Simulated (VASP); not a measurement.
Wanted: the native input for a VASP 6.6.1 run.

```
Task                   : single point
Functional             : PBE
Potentials or basis    : VASP PAW PBE potentials, release 64 (Mg, Se, O)
Cutoff                 : 520 eV
k mesh                 : 3 × 3 × 3
Occupations            : fermi-dirac, width 0.01 eV
Spin                   : no spin polarisation
Dipole correction      : no
Further INCAR settings : LREAL = Auto; ALGO = Normal; EDIFF = 1e-07; NBANDS = 141
```

The structure of Mg27SeO26 (a cell with a defect) lies in POSCAR:

```
Mg27SeO26
1.0
    0.0000000000      6.3255000000      6.3255000000
    6.3255000000      0.0000000000      6.3255000000
    6.3255000000      6.3255000000      0.0000000000
Mg Se O
27 1 26
Direct
    0.0001912042      0.0001912042      0.0001912042
   -0.0160319367     -0.0160319367      0.3493652701
    0.0001912042      0.0001912042      0.6660930542
   -0.0160319367      0.3493652701     -0.0160319367
   -0.0160319367      0.3493652701      0.3493652701
    0.0015812914      0.3317520419      0.6666666667
    0.0001912042      0.6660930542      0.0001912042
    0.0015812914      0.6666666667      0.3317520419
    0.0015812914      0.6666666667      0.6666666667
    0.3493652701     -0.0160319367     -0.0160319367
    0.3493652701     -0.0160319367      0.3493652701
    0.3317520419      0.0015812914      0.6666666667
    0.3493652701      0.3493652701     -0.0160319367
    0.3331421292      0.3331421292      0.3331421292
    0.3331421292      0.3331421292      0.6672402791
    0.3317520419      0.6666666667      0.0015812914
    0.3331421292      0.6672402791      0.3331421292
    0.3317520419      0.6666666667      0.6666666667
    0.6660930542      0.0001912042      0.0001912042
    0.6666666667      0.0015812914      0.3317520419
    0.6666666667      0.0015812914      0.6666666667
    0.6666666667      0.3317520419      0.0015812914
    0.6672402791      0.3331421292      0.3331421292
    0.6666666667      0.3317520419      0.6666666667
    0.6666666667      0.6666666667      0.0015812914
    0.6666666667      0.6666666667      0.3317520419
    0.6666666667      0.6666666667      0.6666666667
    0.1666666667      0.1666666667      0.1666666667
    0.1666666667      0.1666666667      0.5056993034
    0.1666666667      0.1666666667      0.8276340300
    0.1666666667      0.5056993034      0.1666666667
    0.1656660358      0.5003335436      0.5003335436
    0.1666666667      0.5056993034      0.8276340300
    0.1666666667      0.8276340300      0.1666666667
    0.1666666667      0.8276340300      0.5056993034
    0.1676672975      0.8329997897      0.8329997897
    0.5056993034      0.1666666667      0.1666666667
    0.5003335436      0.1656660358      0.5003335436
    0.5056993034      0.1666666667      0.8276340300
    0.5003335436      0.5003335436      0.1656660358
    0.5003335436      0.5003335436      0.5003335436
    0.5034682629      0.5034682629      0.8298650705
    0.5056993034      0.8276340300      0.1666666667
    0.5034682629      0.8298650705      0.5034682629
    0.5034682629      0.8298650705      0.8298650705
    0.8276340300      0.1666666667      0.1666666667
    0.8276340300      0.1666666667      0.5056993034
    0.8329997897      0.1676672975      0.8329997897
    0.8276340300      0.5056993034      0.1666666667
    0.8298650705      0.5034682629      0.5034682629
    0.8298650705      0.5034682629      0.8298650705
    0.8329997897      0.8329997897      0.1676672975
    0.8298650705      0.8298650705      0.5034682629
    0.8329997897      0.8329997897      0.8329997897
```

The input as run:

INCAR

```
  PREC = Accurate
  ENCUT = 520
  EDIFF = 1E-7
  ISMEAR = -1
  SIGMA = 0.01
  LREAL = Auto
  LASPH = T
  NELM = 100
  ALGO = Normal
  ISIF = 2
  LWAVE = F
  LCHARG = T
  GGA = PE
  LELF = T
  LVHAR = T
  NBANDS = 141
```

KPOINTS

```
regular mesh
0
Gamma
  3 3 3
```

Potentials or basis: VASP PAW PBE potentials, release 64 (Mg, Se, O).

Command:

```bash
$ cat potpaw_PBE.64/Mg/POTCAR potpaw_PBE.64/Se/POTCAR potpaw_PBE.64/O/POTCAR > POTCAR
$ mpirun -np 1 vasp_std > vasp.out
```

It gave:

```json
{
 "Pressure": "10.6 GPa",
 "Largest force": "0.028 eV/Å",
 "Band gap on the k mesh": "3.91 eV"
}
```

Run time: 32 min on 1 thread of AMD EPYC 7R43 64-Core Processor (Zen 3) (shared host), peak memory 0.74 GiB.
